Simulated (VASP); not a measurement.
# TiCo3 (Pm-3m) in VASP: notebook

The runs below take TiCo3 through single point, with PBEsol.

All numbers are computed with VASP 6.6.1; they aren't measurements. Logs are shortened: lines on timing, memory, paths and dates and some standing lists are left out, and cuts for length are marked.

## Step 1: The cell of the first run

The structure is cubic, space group Pm-3m (No. 221). The conventional cell has a = 3.614 Å, b = 3.614 Å, c = 3.614 Å, α = 90.00°, β = 90.00°, γ = 90.00°. Within 3.4 Å of Ti (site symmetry m-3m) lie 12 Co at 2.56 Å. Within 3.4 Å of Co (site symmetry 4/mmm) lie 4 Ti at 2.56 Å and 8 Co at 2.56 Å.

## Step 2: Single point, PBEsol, collinear spin, ferrimagnetic start

Input file INCAR:

```
SYSTEM = TiCo3
ALGO = Fast ; EDIFF = 1E-7
ENCUT = 520 ; GGA = PS
ISIF = 2 ; ISMEAR = 0
ISPIN = 2 ; LASPH = .True.
LCHARG = .True. ; LELF = .True.
LMAXMIX = 4 ; LORBIT = 11
LREAL = .False. ; LVHAR = .True.
LWAVE = .False. ; MAGMOM = -0.42 1.21 1.21 1.21
NBANDS = 32 ; NELM = 150
PREC = Accurate ; SIGMA = 0.1
```

Input file KPOINTS:

```
k-points
0
Gamma
  4 4 4
  0 0 0
```

Input file POSCAR:

```
TiCo3
1.0
    3.6140000000      0.0000000000      0.0000000000
    0.0000000000      3.6140000000      0.0000000000
    0.0000000000      0.0000000000      3.6140000000
Ti Co
1 3
Direct
    0.0000000000      0.0000000000      0.0000000000
    0.0000000000      0.5000000000      0.5000000000
    0.5000000000      0.0000000000      0.5000000000
    0.5000000000      0.5000000000      0.0000000000
```

Potentials or basis: VASP PAW PBE potentials, release 64 (Ti_sv, Co).

Launch:

```sh
$ cat potpaw_PBE.64/Ti_sv/POTCAR potpaw_PBE.64/Co/POTCAR > POTCAR
$ mpirun -np 1 vasp_std > vasp.out
```

OUTCAR:

```text
SYSTEM = TiCo3
   EDIFF = 1E-7
   ENCUT = 520
   GGA = PS
   ISIF = 2
   ISMEAR = 0
   ISPIN = 2
   LASPH = .True.
   LORBIT = 11
   LREAL = .False.
   NELM = 150
   PREC = Accurate

 ion  position               nearest neighbor table
   1  0.000  0.000  0.000-   2 2.56   3 2.56   4 2.56   2 2.56   3 2.56   2 2.56   4 2.56   2 2.56
                             3 2.56   4 2.56   3 2.56   4 2.56
   2  0.000  0.500  0.500-   1 2.56   3 2.56   4 2.56   1 2.56   4 2.56   1 2.56   3 2.56   1 2.56
                             3 2.56   4 2.56   4 2.56   3 2.56
   3  0.500  0.000  0.500-   1 2.56   2 2.56   4 2.56   1 2.56   4 2.56   2 2.56   4 2.56   4 2.56
                             1 2.56   2 2.56   1 2.56   2 2.56
   4  0.500  0.500  0.000-   1 2.56   2 2.56   3 2.56   2 2.56   3 2.56   1 2.56   3 2.56   3 2.56
                             1 2.56   2 2.56   2 2.56   1 2.56

  LATTYP: Found a simple cubic cell.
 ALAT       =     3.6140000000

  Lattice vectors:

 A1 = (   3.6140000000,   0.0000000000,   0.0000000000)
 A2 = (   0.0000000000,   3.6140000000,   0.0000000000)
 A3 = (   0.0000000000,   0.0000000000,   3.6140000000)

Analysis of symmetry for initial positions (statically):
=====================================================================
 Subroutine PRICEL returns:
 Original cell was already a primitive cell.

 Routine SETGRP: Setting up the symmetry group for a
 simple cubic supercell.

 Subroutine GETGRP returns: Found 48 space group operations
 (whereof 48 operations were pure point group operations)
 out of a pool of 48 trial point group operations.

The static configuration has the point symmetry O_h .

Analysis of symmetry for dynamics (positions and initial velocities):
=====================================================================
 Subroutine PRICEL returns:
 Original cell was already a primitive cell.

 Routine SETGRP: Setting up the symmetry group for a
 simple cubic supercell.

 Subroutine GETGRP returns: Found 48 space group operations
 (whereof 48 operations were pure point group operations)
 out of a pool of 48 trial point group operations.

The dynamic configuration has the point symmetry O_h .

Analysis of structural, dynamic, and magnetic symmetry:
=====================================================================
 Subroutine PRICEL returns:
 Original cell was already a primitive cell.

 Routine SETGRP: Setting up the symmetry group for a
 simple cubic supercell.

 Subroutine GETGRP returns: Found 48 space group operations
 (whereof 48 operations were pure point group operations)
 out of a pool of 48 trial point group operations.

The overall configuration has the point symmetry O_h .

 Subroutine INISYM returns: Found 48 space group operations
 (whereof 48 operations are pure point group operations),
 and found     1 'primitive' translations

----------------------------------------------------------------------------------------

                                     Primitive cell

  volume of cell :      47.2024

  direct lattice vectors                    reciprocal lattice vectors
     3.614000000  0.000000000  0.000000000     0.276701716  0.000000000  0.000000000
     0.000000000  3.614000000  0.000000000     0.000000000  0.276701716  0.000000000
     0.000000000  0.000000000  3.614000000     0.000000000  0.000000000  0.276701716

  length of vectors
     3.614000000  3.614000000  3.614000000     0.276701716  0.276701716  0.276701716

  position of ions in fractional coordinates (direct lattice)
     0.000000000  0.000000000  0.000000000
     0.000000000  0.500000000  0.500000000
     0.500000000  0.000000000  0.500000000
     0.500000000  0.500000000  0.000000000

  ion indices of the primitive-cell ions
   primitive index   ion index
                 1           1
                 2           2
                 3           3
                 4           4

----------------------------------------------------------------------------------------
[... 23 lines left out ...]
 Found     10 irreducible k-points:

 Following reciprocal coordinates:
            Coordinates               Weight
  0.000000  0.000000  0.000000      1.000000
  0.250000  0.000000  0.000000      6.000000
  0.500000  0.000000  0.000000      3.000000
  0.250000  0.250000  0.000000     12.000000
  0.500000  0.250000  0.000000     12.000000
  0.500000  0.500000  0.000000      3.000000
  0.250000  0.250000  0.250000      8.000000
  0.500000  0.250000  0.250000     12.000000
  0.500000  0.500000  0.250000      6.000000
  0.500000  0.500000  0.500000      1.000000
   k-points           NKPTS =     10   k-points in BZ     NKDIM =     10   number of bands    NBANDS=     32
   number of dos      NEDOS =    301   number of ions     NIONS =      4
   total plane-waves  NPLWV =  21952
   dimension x,y,z NGX =    28 NGY =   28 NGZ =   28
   dimension x,y,z NGXF=    56 NGYF=   56 NGZF=   56
   ions per type =               1   3
   NGX,Y,Z   is equivalent  to a cutoff of  12.88, 12.88, 12.88 a.u.
   NGXF,Y,Z  is equivalent  to a cutoff of  25.76, 25.76, 25.76 a.u.
 SYSTEM =  TiCo3
   PREC   = accura    normal or accurate (medium, high low for compatibility)
   ISTART =      0    job   : 0-new  1-cont  2-samecut
   ICHARG =      2    charge: 1-file 2-atom 10-const
   ISPIN  =      2    spin polarized calculation?
   LNONCOLLINEAR =      F non collinear calculations
   LSORBIT =      F    spin-orbit coupling
   LASPH  =      T    aspherical Exc in radial PAW
   ENCUT  =  520.0 eV  38.22 Ry    6.18 a.u.   6.72  6.72  6.72*2*pi/ulx,y,z
   NELM   =    150;   NELMIN=  2; NELMDL= -5     # of ELM steps
   EDIFF  = 0.1E-06   stopping-criterion for ELM
   LREAL  =      F    real-space projection
   EDIFFG = 0.1E-05   stopping-criterion for IOM
   NSW    =      0    number of steps for IOM
   IBRION =     -1    ionic relax: 0-MD 1-quasi-New 2-CG
   NFREE  =      0    steps in history (QN), initial steepest desc. (CG)
   ISIF   =      2    stress and relaxation
   ISYM   =      2    0-nonsym 1-usesym 2-fastsym
   POTIM  = 0.5000    time-step for ionic-motion
   TEBEG  =    0.0;   TEEND  =   0.0 temperature during run
   PSTRESS=    0.0 pullay stress
   NELECT =      39.0000    total number of electrons
   NUPDOWN=      -1.0000    fix difference up-down
   EMIN   =  10.00;   EMAX   =-10.00  energy-range for DOS
   EFERMI =   0.00;   METHOD = LEGACY
   ISMEAR =     0;   SIGMA  =   0.10  broadening in eV -4-tet -1-fermi 0-gaus
   EFERMI_NEDOS =   21; number of points for ismear=-14 and -15
   IALGO  =     68    algorithm
   IMIX   =      4    mixing-type and parameters
     AMIX     =   0.40;   BMIX     =  1.00
     AMIX_MAG =   1.60;   BMIX_MAG =  1.00
  volume/ion in A,a.u.               =      11.80        79.63
  Fermi-wavevector in a.u.,A,eV,Ry     =   1.536178  2.902956 32.107613  2.359843
  Thomas-Fermi vector in A             =   2.642863
   LORBIT       =     11    0 simple, 1 ext, 2 COOP (PROOUT), +10 PAW based schemes
   GGA     = PS    functional components
   LHFCALC =     F    Hartree Fock is set to
   AEXX    =    0.0000 exact exchange contribution
   IVDW    =     0    specifies the selected vdW correction
   LEPSILON=     F    determine dielectric tensor
   LRPA    =     F    only Hartree local field effects (RPA)
 spin polarized calculation
 RMM-DIIS sequential band-by-band and
 Gauss-broadening in eV      SIGMA  =   0.10
  energy-cutoff  :      520.00
  volume of cell :       47.20
 maximum number of plane-waves:      1328
 NGX is ok and might be reduce to    28
   NGX = 13   NGY = 13   NGZ = 13

 number of electron      39.0000030 magnetization       0.7146365

 Free energy of the ion-electron system (eV)
  ---------------------------------------------------
  ext. energy  EPLUGINS =         0.00000000
  ---------------------------------------------------
  free energy    TOTEN  =       -32.58268780 eV

  energy without entropy =      -32.56436635  energy(sigma->0) =      -32.57352707

 E-fermi :   9.6743     XC(G=0): -13.2525

 val. band max:        9.6714599237   @ k =   0.5000   0.5000   0.5000
 cond. band min:       9.7845646103   @ k =   0.0000   0.0000   0.0000
 fundamental gap:      0.1131046866
 Fermi energy:         9.6743256137

 spin component 1

 k-point     1 :       0.0000    0.0000    0.0000
  band No.  band energies     occupation
      1     -46.5120      1.00000
      2     -22.8585      1.00000
      3     -22.8585      1.00000
      4     -22.8585      1.00000
      5       1.8233      1.00000
      6       5.4996      1.00000
[... 329 lines left out ...]
     30      17.7036      0.00000
     31      17.7036      0.00000
 Fermi energy:         9.6743256137

 spin component 2

 k-point     1 :       0.0000    0.0000    0.0000
  band No.  band energies     occupation
      1     -46.6251      1.00000
      2     -22.9732      1.00000
      3     -22.9732      1.00000
      4     -22.9732      1.00000
      5       1.8038      1.00000
      6       5.6643      1.00000
[... 329 lines left out ...]
     30      17.7358      0.00000
     31      17.7358      0.00000
 [bands above 31 left out]

------------------------ aborting loop because EDIFF is reached ----------------------------------------

  FORCE on cell =-STRESS in cart. coord.  units (eV):
  Direction    XX          YY          ZZ          XY          YZ          ZX
  --------------------------------------------------------------------------------------
  -------------------------------------------------------------------------------------
  Total       -4.5362915     -4.5362915     -4.5362915      0.0000000     -0.0000000     -0.0000000
  in kB     -153.9738938   -153.9738938   -153.9738938      0.0000000     -0.0000000     -0.0000000
  external PRESSURE =    -153.9738938 kB  Pullay stress =       0.0000000 kB

 VOLUME and BASIS-vectors are now :
 -----------------------------------------------------------------------------
  energy-cutoff  :      520.00
  volume of cell :       47.20
      direct lattice vectors                 reciprocal lattice vectors
     3.614000000  0.000000000  0.000000000     0.276701716  0.000000000  0.000000000
     0.000000000  3.614000000  0.000000000     0.000000000  0.276701716  0.000000000
     0.000000000  0.000000000  3.614000000     0.000000000  0.000000000  0.276701716

 POSITION                                       TOTAL-FORCE (eV/Angst)
 -----------------------------------------------------------------------------------
      0.00000      0.00000      0.00000         0.000000      0.000000      0.000000
      0.00000      1.80700      1.80700         0.000000      0.000000      0.000000
      1.80700      0.00000      1.80700         0.000000      0.000000      0.000000
      1.80700      1.80700      0.00000         0.000000      0.000000      0.000000
 -----------------------------------------------------------------------------------
    total drift:                                0.000000      0.000000      0.000000

  FREE ENERGIE OF THE ION-ELECTRON SYSTEM (eV)
  ---------------------------------------------------
  free  energy   TOTEN  =       -32.5826877993 eV

  energy  without entropy=      -32.5643663471  energy(sigma->0) =      -32.57352707

 total charge

# of ion       s       p       d       tot
------------------------------------------
    1        2.262   6.183   1.922  10.367
    2        0.495   0.488   7.312   8.295
    3        0.495   0.488   7.312   8.295
    4        0.495   0.488   7.312   8.295
--------------------------------------------------
tot          3.747   7.647  23.858  35.251

 magnetization (x)

# of ion       s       p       d       tot
------------------------------------------
    1       -0.004  -0.009  -0.118  -0.131
    2       -0.003  -0.010   0.310   0.297
    3       -0.003  -0.010   0.310   0.297
    4       -0.003  -0.010   0.310   0.297
--------------------------------------------------
tot         -0.012  -0.039   0.811   0.760
```

It took 41 s on 1 thread of AMD EPYC 7R13 (Zen 3), shared host; peak memory 0.15 GiB.

Results:

```
Free energy                                           : -32.5827 eV
Pressure                                              : -15.4 GPa
Net moment                                            : 0.71 μB per cell
Site moments                                          : Ti -0.13; Co +0.30 μB
Valence electrons inside the program's atomic spheres : Ti 10.37; Co 8.29
```

Levels at points of the mesh, in eV from the Fermi level:
Spin up:
```tsv
k point	band 17	band 18	band 19	band 20	band 21	band 22	band 23	band 24
(0.00, 0.00, 0.00)	0.18	0.49	0.49	0.49	2.39	2.39	3.22	3.22
(0.50, 0.00, 0.00)	-0.68	-0.67	-0.67	-0.11	0.49	1.19	1.19	1.80
(0.50, 0.50, 0.00)	-1.05	-0.93	-0.93	-0.48	-0.46	1.68	1.68	1.91
(0.50, 0.50, 0.50)	0.00	0.26	0.26	0.26	0.78	0.78	0.78	2.02
```
Spin down:
| k point | band 15 | band 16 | band 17 | band 18 | band 19 | band 20 | band 21 | band 22 | band 23 | band 24 |
| --- | --- | --- | --- | --- | --- | --- | --- | --- | --- | --- |
| (0.00, 0.00, 0.00) | 0.11 | 0.11 | 0.66 | 0.79 | 0.79 | 0.79 | 2.52 | 2.52 | 3.20 | 3.20 |
| (0.50, 0.00, 0.00) | -0.83 | -0.54 | -0.42 | -0.42 | -0.27 | 0.27 | 0.80 | 1.18 | 1.18 | 1.95 |
| (0.50, 0.50, 0.00) | -1.47 | -1.14 | -0.62 | -0.58 | -0.58 | -0.24 | -0.20 | 1.67 | 1.67 | 2.16 |
| (0.50, 0.50, 0.50) | -0.81 | -0.81 | -0.01 | 0.63 | 0.63 | 0.63 | 0.74 | 0.74 | 0.74 | 2.16 |

Caveat: the k points lie up to 0.43 Å⁻¹ apart; the PAW data sets were made with another functional, which shifts forces and pressure a little.

## Step 3: Single point, PBEsol, collinear spin, ferromagnetic start

Input file INCAR:

```
SYSTEM = TiCo3
  PREC = Accurate
  ENCUT = 520
  EDIFF = 1E-7
  ISMEAR = 0
  SIGMA = 0.1
  LREAL = .FALSE.
  LASPH = .TRUE.
  NELM = 150
  ALGO = Normal
  ISIF = 2
  LWAVE = .FALSE.
  LCHARG = .TRUE.
  ISPIN = 2
  MAGMOM = 0 3 3 3
  LORBIT = 11
  LMAXMIX = 4
  GGA = PS
  LELF = .TRUE.
  LVHAR = .TRUE.
  NBANDS = 32
```

Input file KPOINTS:

```
Automatic mesh
0
G
  6 6 6
  0 0 0
```

POSCAR is that of step 2.

Potentials or basis: VASP PAW PBE potentials, release 64 (Ti_sv, Co).

Launch:

```sh
$ cat potpaw_PBE.64/Ti_sv/POTCAR potpaw_PBE.64/Co/POTCAR > POTCAR
$ mpirun -np 1 vasp_std > vasp.out
```

Wall time 62 s (1 thread of AMD EPYC 7R13 (Zen 3), shared host); peak memory 0.17 GiB.

The run converged. Its results:

```
Free energy                                           : -32.6342 eV
Pressure                                              : -10.6 GPa
Net moment                                            : 2.72 μB per cell
Site moments                                          : Ti -0.41; Co +1.08 μB
Valence electrons inside the program's atomic spheres : Ti 10.37; Co 8.29
```

Levels at points of the mesh, in eV from the Fermi level:
Spin up:
```tsv
k point	band 17	band 18	band 19	band 20	band 21	band 22	band 23	band 24	band 25	band 26
(0.00, 0.00, 0.00)	-0.38	-0.09	-0.09	-0.09	2.12	2.12	3.07	3.07	3.07	3.26
(0.50, 0.00, 0.00)	-1.23	-1.16	-1.16	-0.76	-0.08	1.05	1.05	1.57	2.40	3.17
(0.50, 0.50, 0.00)	-1.55	-1.55	-1.37	-1.03	-0.93	1.45	1.45	1.55	1.55	2.27
(0.50, 0.50, 0.50)	-0.31	-0.31	-0.31	-0.22	0.66	0.66	0.66	1.69	1.69	1.69
```
Spin down:
```
           k point  band 14  band 15  band 16  band 17  band 18  band 19  band 20  band 21  band 22  band 23
(0.00, 0.00, 0.00)    -0.89     0.40     0.40     0.96     1.13     1.13     1.13     2.53     2.53     3.05
(0.50, 0.00, 0.00)    -1.74    -0.62    -0.31    -0.20    -0.20    -0.01     0.58     1.10     1.10     1.13
(0.50, 0.50, 0.00)    -1.56    -1.32    -1.21    -0.36    -0.31    -0.31    -0.06     0.11     1.57     1.57
(0.50, 0.50, 0.50)    -0.83    -0.72    -0.72    -0.13     0.55     0.55     0.55     0.95     0.95     0.95
```

Caveat: the PAW data sets were made with another functional, which shifts forces and pressure a little.

## Step 4: Single point, PBEsol, collinear spin, ferrimagnetic start

Input file INCAR:

```
ALGO     = Normal         # electronic algorithm
EDIFF    = 1E-6           # SCF threshold, eV
ENCUT    = 520            # plane-wave cutoff, eV
GGA      = PS             # functional
ISIF     = 2              # what is computed and relaxed
ISMEAR   = 0              # smearing method
ISPIN    = 2              # spin polarisation
LASPH    = True           # aspherical terms in the spheres
LCHARG   = False          # write CHGCAR
LMAXMIX  = 4              # l up to which the mixer works
LORBIT   = 11             # projections on sites
LREAL    = False          # projectors in reciprocal space
LWAVE    = False          # write WAVECAR
MAGMOM   = -0.42 1.21 1.21 1.21 # initial moments
NBANDS   = 32             # bands
NELM     = 150            # most SCF steps
PREC     = Accurate       # precision mode
SIGMA    = 0.1            # smearing width, eV
```

Input file KPOINTS:

```
k-points
0
Gamma
  6 6 6
```

POSCAR is that of step 3.

Launch:

```sh
$ cat potpaw_PBE.64/Ti_sv/POTCAR potpaw_PBE.64/Co/POTCAR > POTCAR
$ mpirun -np 1 vasp_std > vasp.out
```

It took 1.8 min on 1 thread of AMD EPYC 7R13 (Zen 3), shared host; peak memory 0.17 GiB.

The run converged. Its results:

```
Free energy                                           : -32.5426 eV
Pressure                                              : -15.2 GPa
Net moment                                            : 0.00 μB per cell
Valence electrons inside the program's atomic spheres : Ti 10.36; Co 8.29
```

Levels at points of the mesh, in eV from the Fermi level:
Spin up:
| k point | band 18 | band 19 | band 20 | band 21 | band 22 | band 23 |
| --- | --- | --- | --- | --- | --- | --- |
| (0.00, 0.00, 0.00) | 0.67 | 0.67 | 0.67 | 2.48 | 2.48 | 3.27 |
| (0.50, 0.00, 0.00) | -0.51 | -0.43 | 0.12 | 0.67 | 1.21 | 1.21 |
| (0.50, 0.50, 0.00) | -0.72 | -0.72 | -0.31 | -0.31 | 1.69 | 1.69 |
| (0.50, 0.50, 0.50) | 0.48 | 0.48 | 0.48 | 0.81 | 0.81 | 0.81 |
Spin down:
```
           k point  band 17  band 18  band 19  band 20  band 21  band 22  band 23  band 24
(0.00, 0.00, 0.00)     0.46     0.67     0.67     0.67     2.48     2.48     3.27     3.27
(0.50, 0.00, 0.00)    -0.51    -0.51    -0.43     0.12     0.67     1.21     1.21     1.90
(0.50, 0.50, 0.00)    -0.79    -0.72    -0.72    -0.31    -0.31     1.69     1.69     2.07
(0.50, 0.50, 0.50)     0.06     0.48     0.48     0.48     0.81     0.81     0.81     2.11
```

Caveat: the PAW data sets were made with another functional, which shifts forces and pressure a little.

## Step 5: The runs side by side

```tsv
spin	k mesh	gap on the mesh (eV)	pressure (GPa)	moment (μB)
collinear, ferrimagnetic start	4 × 4 × 4	none	-15.4	0.71
collinear, ferromagnetic start	6 × 6 × 6	none	-10.6	2.72
collinear, ferrimagnetic start	6 × 6 × 6	none	-15.2	0.00
```

Alike in all rows: task single point; level PBEsol; potentials or basis VASP PAW PBE potentials, release 64 (Ti_sv, Co); cell as given; cutoff (eV) 520; smearing gaussian 0.1 eV.

Caveats: some runs use coarse meshes; the PAW data sets were made with another functional, which shifts forces and pressure a little.

Absolute energies hang on the potentials; compare differences alone.
